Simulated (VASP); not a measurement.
Input of a VASP 6.6.1 run:

Contents of INCAR:

```
  PREC = Accurate
  ENCUT = 600
  EDIFF = 1E-6
  ISMEAR = 0
  SIGMA = 0.05
  LREAL = F
  LASPH = T
  NELM = 100
  ALGO = Normal
  ISIF = 3
  LWAVE = F
  LCHARG = F
  GGA = PE
  IBRION = 2
  NSW = 60
  EDIFFG = -0.01
```

The input KPOINTS:

```
regular mesh
0
Gamma
  15 15 15
```

POSCAR

```
O
1.0
   -1.2269760000      1.2269760000      1.2269760000
    1.2269760000     -1.2269760000      1.2269760000
    1.2269760000      1.2269760000     -1.2269760000
O
1
Direct
    0.0000000000      0.0000000000      0.0000000000
```

Potentials or basis: VASP PAW PBE potentials, release 64 (O).

Run with:

```sh
$ cat potpaw_PBE.64/O/POTCAR > POTCAR
$ mpirun -np 1 vasp_std > vasp.out
```

(1) Predict the band gap on the k mesh.

(2) What does it give for the space group after relaxing (to 0.05 Å)?

(3) What does it give for the relaxed volume?

(4) What does it give for the relaxed cell?

Answers

(1) zero (band 3 reaches 4.15 eV, above the bottom of band 4 at -0.65 eV).

(2) Im-3m (No. 229).

(3) 7.78 Å³/atom.

(4) a = 2.162 Å, b = 2.162 Å, c = 2.162 Å, α = 109.47°, β = 109.47°, γ = 109.47°.
